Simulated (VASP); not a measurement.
# Mg (P-1) in VASP: a series of runs

Mg is run at these levels: PBEsol; tasks: electric field gradients.

Everything below comes from runs of VASP 6.6.1. Logs are shortened: lines on timing, memory, paths and dates and some standing lists are left out, and cuts for length are marked.

## Step 1: The cell of the first run

The typed cell holds 2 atoms: a = 3.210 Å, b = 3.182 Å, c = 5.211 Å, α = 89.57°, β = 88.85°, γ = 119.13°.

## Step 2: Electric field gradients, PBEsol (equal xy, yz and zx shear strains of +2 %)

The input, INCAR:

```
SYSTEM = Mg
  PREC = Accurate
  ENCUT = 520
  EDIFF = 1E-8
  ISMEAR = -1
  SIGMA = 0.08
  LREAL = .FALSE.
  LASPH = .TRUE.
  NELM = 80
  ALGO = Normal
  ISIF = 2
  LWAVE = .FALSE.
  LCHARG = .FALSE.
  GGA = PS
  LEFG = .TRUE.
  NBANDS = 9
```

The input, KPOINTS:

```
Automatic mesh
0
G
  12 12 7
  0 0 0
```

The input, POSCAR:

```
Mg
1.0
    3.2092715325      0.0320927153      0.0320927153
   -1.5768426594      2.7632643171      0.0117467491
    0.0521033000      0.0521033000      5.2103300000
Mg
2
Direct
    0.3333333333      0.6666666667      0.2500000000
    0.6666666667      0.3333333333      0.7500000000
```

Potentials or basis: VASP PAW PBE potentials, release 64 (Mg).

The run is started by

```
cat potpaw_PBE.64/Mg/POTCAR > POTCAR
mpirun -np 1 vasp_std > vasp.out
```

OUTCAR:

```text
SYSTEM = Mg
   PREC = Accurate
   ENCUT = 520
   EDIFF = 1E-8
   ISMEAR = -1
   LREAL = .FALSE.
   LASPH = .TRUE.
   NELM = 80
   ISIF = 2
   GGA = PS

 ion  position               nearest neighbor table
   1  0.333  0.667  0.250-   2 3.16   2 3.17   2 3.18   2 3.20   2 3.23   2 3.25
   2  0.667  0.333  0.750-   1 3.16   1 3.17   1 3.18   1 3.20   1 3.23   1 3.25

  LATTYP: Found a triclinic cell.
 ALAT       =     3.2374012515
 B/A-ratio  =     0.9827452114
 C/A-ratio  =     1.6095783631
 COS(alpha) =     0.0074204947
 COS(beta)  =     0.0272158148
 COS(gamma) =     0.5000757388

  Lattice vectors:

 A1 = (   1.6324288731,   2.7953570324,   0.0438394644)
 A2 = (  -1.5768426594,   2.7632643171,   0.0117467491)
 A3 = (   0.0521033000,   0.0521033000,   5.2103300000)

Analysis of symmetry for initial positions (statically):
=====================================================================
 Subroutine PRICEL returns:
 Original cell was already a primitive cell.

 Routine SETGRP: Setting up the symmetry group for a
 triclinic supercell.

 Subroutine GETGRP returns: Found  2 space group operations
 (whereof  2 operations were pure point group operations)
 out of a pool of  2 trial point group operations.

The static configuration has the point symmetry S_2 .

Analysis of symmetry for dynamics (positions and initial velocities):
=====================================================================
 Subroutine PRICEL returns:
 Original cell was already a primitive cell.

 Routine SETGRP: Setting up the symmetry group for a
 triclinic supercell.

 Subroutine GETGRP returns: Found  2 space group operations
 (whereof  2 operations were pure point group operations)
 out of a pool of  2 trial point group operations.

The dynamic configuration has the point symmetry S_2 .

 Subroutine INISYM returns: Found  2 space group operations
 (whereof  2 operations are pure point group operations),
 and found     1 'primitive' translations

----------------------------------------------------------------------------------------

                                     Primitive cell

  volume of cell :      46.4600

  direct lattice vectors                    reciprocal lattice vectors
     3.209271532  0.032092715  0.032092715     0.309877359  0.176850622 -0.004867280
    -1.576842659  2.763264317  0.011746749    -0.003563096  0.359872708 -0.003563096
     0.052103300  0.052103300  5.210330000    -0.001900638 -0.001900638  0.191964436

  length of vectors
     3.209592444  3.181540577  5.210851007     0.356824622  0.359907984  0.191983253

  position of ions in fractional coordinates (direct lattice)
     0.333333333  0.666666667  0.250000000
     0.666666667  0.333333333  0.750000000

  ion indices of the primitive-cell ions
   primitive index   ion index
                 1           1
                 2           2

----------------------------------------------------------------------------------------

 KPOINTS: Automatic mesh

Automatic generation of k-mesh.
 Grid dimensions read from file:
 generate k-points for:   12   12    7

 Generating k-lattice:

  Cartesian coordinates                     Fractional coordinates (reciprocal lattice)
     0.025823113  0.014737552 -0.000405607     0.083333333 -0.000000000  0.000000000
    -0.000296925  0.029989392 -0.000296925     0.000000000  0.083333333 -0.000000000
    -0.000271520 -0.000271520  0.027423491     0.000000000 -0.000000000  0.142857143

  Length of vectors
     0.029735385  0.029992332  0.027426179

  Shift w.r.t. Gamma in fractional coordinates (k-lattice)
     0.000000000  0.000000000  0.000000000

 Subroutine IBZKPT returns following result:
 ===========================================

 Found    506 irreducible k-points:

 Following reciprocal coordinates:
            Coordinates               Weight
  0.000000  0.000000  0.000000      1.000000
  0.083333 -0.000000  0.000000      2.000000
  0.166667 -0.000000  0.000000      2.000000
  0.250000 -0.000000  0.000000      2.000000
  0.333333 -0.000000  0.000000      2.000000
  0.416667 -0.000000  0.000000      2.000000
[... 16 lines left out ...]
  0.250000  0.166667  0.000000      2.000000
  0.333333  0.166667  0.000000      2.000000
 [... further k-points ...]
   k-points           NKPTS =    506   k-points in BZ     NKDIM =    506   number of bands    NBANDS=      9
   number of dos      NEDOS =    301   number of ions     NIONS =      2
   total plane-waves  NPLWV =  23040
   dimension x,y,z NGX =    24 NGY =   24 NGZ =   40
   dimension x,y,z NGXF=    48 NGYF=   48 NGZF=   80
   ions per type =               2
   NGX,Y,Z   is equivalent  to a cutoff of  12.43, 12.54, 12.76 a.u.
   NGXF,Y,Z  is equivalent  to a cutoff of  24.86, 25.08, 25.52 a.u.
 SYSTEM =  Mg
   PREC   = accura    normal or accurate (medium, high low for compatibility)
   ISTART =      0    job   : 0-new  1-cont  2-samecut
   ICHARG =      2    charge: 1-file 2-atom 10-const
   ISPIN  =      1    spin polarized calculation?
   LNONCOLLINEAR =      F non collinear calculations
   LSORBIT =      F    spin-orbit coupling
   LASPH  =      T    aspherical Exc in radial PAW
   ENCUT  =  520.0 eV  38.22 Ry    6.18 a.u.   5.97  5.92  9.69*2*pi/ulx,y,z
   NELM   =     80;   NELMIN=  2; NELMDL= -5     # of ELM steps
   EDIFF  = 0.1E-07   stopping-criterion for ELM
   LREAL  =      F    real-space projection
   EDIFFG = 0.1E-06   stopping-criterion for IOM
   NSW    =      0    number of steps for IOM
   IBRION =     -1    ionic relax: 0-MD 1-quasi-New 2-CG
   NFREE  =      0    steps in history (QN), initial steepest desc. (CG)
   ISIF   =      2    stress and relaxation
   ISYM   =      2    0-nonsym 1-usesym 2-fastsym
   POTIM  = 0.5000    time-step for ionic-motion
   TEBEG  =    0.0;   TEEND  =   0.0 temperature during run
   PSTRESS=    0.0 pullay stress
   NELECT =       4.0000    total number of electrons
   NUPDOWN=      -1.0000    fix difference up-down
   EMIN   =  10.00;   EMAX   =-10.00  energy-range for DOS
   EFERMI =   0.00;   METHOD = LEGACY
   ISMEAR =    -1;   SIGMA  =   0.08  broadening in eV -4-tet -1-fermi 0-gaus
   EFERMI_NEDOS =   21; number of points for ismear=-14 and -15
   IALGO  =     38    algorithm
   IMIX   =      4    mixing-type and parameters
     AMIX     =   0.40;   BMIX     =  1.00
     AMIX_MAG =   1.60;   BMIX_MAG =  1.00
  volume/ion in A,a.u.               =      23.23       156.76
  Fermi-wavevector in a.u.,A,eV,Ry     =   0.722884  1.366052  7.109870  0.522561
  Thomas-Fermi vector in A             =   1.812959
   LORBIT       =      0    0 simple, 1 ext, 2 COOP (PROOUT), +10 PAW based schemes
   GGA     = PS    functional components
   LHFCALC =     F    Hartree Fock is set to
   AEXX    =    0.0000 exact exchange contribution
   IVDW    =     0    specifies the selected vdW correction
   LEPSILON=     F    determine dielectric tensor
   LRPA    =     F    only Hartree local field effects (RPA)
 non-spin polarized calculation
  energy-cutoff  :      520.00
  volume of cell :       46.46
 maximum number of plane-waves:      1273
   NGX = 11   NGY = 11   NGZ = 19

 number of electron       4.0000000 magnetization

 Free energy of the ion-electron system (eV)
  ---------------------------------------------------
  ext. energy  EPLUGINS =         0.00000000
  ---------------------------------------------------
  free energy    TOTEN  =        -3.44795022 eV

  energy without entropy =       -3.43025836  energy(sigma->0) =       -3.43910429

 E-fermi :   2.4931     XC(G=0):  -8.4966

 val. band max:        2.4903226226   @ k =  -0.3333   0.5000   0.1429
 cond. band min:       2.5120551037   @ k =   0.5000   0.4167   0.4286
 fundamental gap:      0.0217324810
 Fermi energy:         2.4931142506

 k-point     1 :       0.0000    0.0000    0.0000
  band No.  band energies     occupation
      1      -4.3472      2.00000
      2       0.8660      2.00000
      3       1.2954      2.00000
      4      13.1703      0.00000
      5      13.2812      0.00000
      6      13.6035      0.00000
      7      13.6480      0.00000
      8      14.3246      0.00000
      9      15.8671      0.00000

 k-point     2 :       0.0833   -0.0000    0.0000
  band No.  band energies     occupation
      1      -4.2139      2.00000
      2       0.9835      2.00000
      3       1.4296      2.00000
      4      10.8788      0.00000
      5      12.3674      0.00000
      6      13.1102      0.00000
      7      14.9414      0.00000
      8      15.0634      0.00000
      9      15.5694      0.00000
[... 253 lines left out ...]
 k-point    24 :       0.3333    0.1667    0.0000
  band No.  band energies     occupation
      1      -0.6919      2.00000
      2       2.3452      1.72799
      3       4.1939      0.00000
      4       4.7925      0.00000
      5       5.9316      0.00000
      6       7.2504      0.00000
      7       8.4967      0.00000
      8      10.5450      0.00000
      9      11.5442      0.00000

 [... further k-points ...]
[... 5 lines left out ...]
  --------------------------------------------------------------------------------------
  -------------------------------------------------------------------------------------
  Total       -0.2689829     -0.2618118     -0.4558289     -0.0931682     -0.1027404     -0.1069905
  in kB       -9.2758954     -9.0286025    -15.7192971     -3.2129117     -3.5430123     -3.6895774
  external PRESSURE =     -11.3412650 kB  Pullay stress =       0.0000000 kB

 VOLUME and BASIS-vectors are now :
 -----------------------------------------------------------------------------
  energy-cutoff  :      520.00
  volume of cell :       46.46
      direct lattice vectors                 reciprocal lattice vectors
     3.209271532  0.032092715  0.032092715     0.309877359  0.176850622 -0.004867280
    -1.576842659  2.763264317  0.011746749    -0.003563096  0.359872708 -0.003563096
     0.052103300  0.052103300  5.210330000    -0.001900638 -0.001900638  0.191964436

 POSITION                                       TOTAL-FORCE (eV/Angst)
 -----------------------------------------------------------------------------------
      0.03155      1.86590      1.32111        -0.011290      0.000453      0.002095
      1.65298      0.98156      3.93306         0.011290     -0.000453     -0.002095
 -----------------------------------------------------------------------------------
    total drift:                                0.000000     -0.000000     -0.000000

  FREE ENERGIE OF THE ION-ELECTRON SYSTEM (eV)
  ---------------------------------------------------
  free  energy   TOTEN  =        -3.4479502217 eV

  energy  without entropy=       -3.4302583562  energy(sigma->0) =       -3.43910429

 Electric field gradients (V/A^2)
---------------------------------------------------------------------
 ion       V_xx      V_yy      V_zz      V_xy      V_xz      V_yz
---------------------------------------------------------------------
   1      -0.390    -0.440     0.830     0.556     0.513     0.505
   2      -0.390    -0.440     0.830     0.556     0.513     0.505
---------------------------------------------------------------------

 Electric field gradients after diagonalization (V/A^2)
 (convention: |V_zz| > |V_xx| > |V_yy|)
----------------------------------------------------------------------
 ion       V_xx      V_yy      V_zz     asymmetry (V_yy - V_xx)/ V_zz
----------------------------------------------------------------------
   1      -0.972    -0.312     1.284       0.514
   2      -0.972    -0.312     1.284       0.514
----------------------------------------------------------------------

           NMR quadrupolar parameters

 Cq : quadrupolar parameter    Cq=e*Q*V_zz/h
 eta: asymmetry parameters     (V_yy - V_xx)/ V_zz
 Q  : nuclear electric quadrupole moment in mb (millibarn)
----------------------------------------------------------------------
 ion       Cq(MHz)       eta       Q (mb)
----------------------------------------------------------------------
   1       0.003       0.514       1.000
   2       0.003       0.514       1.000
----------------------------------------------------------------------
```

Wall time 3.1 min (1 thread of Oxide Virtual Turin-like, shared host); peak memory 0.29 GiB.

What came out:

```yaml
Free_energy: -3.4480 eV
Pressure: -1.1 GPa
Largest_force: 0.011 eV/Å
Band_gap_on_the_k_mesh: zero (band 2 reaches 3.53 eV, above the bottom of band 3 at 1.30 eV)
```

Forces on the atoms (eV/Å):
```
Mg  -0.011  0.000  0.002
Mg   0.011  0.000 -0.002
```

Stress tensor (GPa, compression positive):
```
-0.93 -0.32 -0.37
-0.32 -0.90 -0.35
-0.37 -0.35 -1.57
```

Levels at points of the mesh, in eV from the Fermi level:
| k point | band 1 | band 2 | band 3 | band 4 | band 5 | band 6 |
| --- | --- | --- | --- | --- | --- | --- |
| (0.00, 0.00, 0.00) | -6.84 | -1.63 | -1.20 | 10.68 | 10.79 | 11.11 |
| (0.50, 0.00, 0.00) | -2.17 | -2.15 | 2.49 | 2.92 | 3.32 | 3.70 |
| (0.00, 0.50, 0.00) | -2.08 | -2.08 | 2.62 | 3.01 | 3.34 | 3.75 |
| (0.50, 0.50, 0.00) | -2.02 | -1.98 | 2.77 | 3.10 | 3.36 | 3.79 |

Electric field gradients, principal values (V/Å²):
```
atom   least  middle  greatest (by size)
1 Mg  -0.312  -0.972               1.284
2 Mg  -0.312  -0.972               1.284
```

Caveat: the cell differs from its parent crystal (equal xy, yz and zx shear strains of +2 %); without QUAD_EFG the Cq values of the log hold for a quadrupole moment of 1 mb, not for the nuclei; the PAW data sets were made with another functional, which shifts forces and pressure a little.

(Continued in part 2 of 2.)
